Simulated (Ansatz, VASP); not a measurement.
One calculation of Pt, two programs

```xyz
3
Lattice="2.7705 0.0000 0.0000 -1.3852 2.3993 0.0000 0.0000 0.0000 6.7867" Properties=species:S:1:pos:R:3 pbc="T T T"
Pt    0.0000    0.0000    0.0000
Pt    0.0000    1.5995    2.2622
Pt    1.3852    0.7998    4.5244
```

Alike in both runs: functional PBEsol; k mesh 18 × 18 × 7; occupations gaussian, width 0.1 eV; no spin polarisation.

Ansatz relaxed the structure, and its values are those at the end. VASP's run is a single point on that final structure, the one shown.

|  | VASP | Ansatz |
| --- | --- | --- |
| version | VASP 6.6.1 | Ansatz 0.2.0 |
| potentials or method | VASP PAW PBE potentials, release 64 (Pt), cutoff 520 eV | scalar-relativistic, plane waves, PAW |
| valence electrons in the cell | 30 | 54 |

Ansatz gave:

```
gap on the k mesh at the Fermi level (eV) : none
pressure (GPa)                            : 0.0
```

Question: Estimate VASP's values.

Answer: gap on the k mesh at the Fermi level (eV): none; pressure (GPa): -0.4.

VASP's potentials were made for PBE, not for PBEsol. A gap of «none» marks a metal or a gap that the smearing closes. VASP's potentials hold 30 valence electrons a cell and Ansatz's 54, so a difference there can come from the potentials and not from the codes.

Spin-orbit coupling is off throughout.
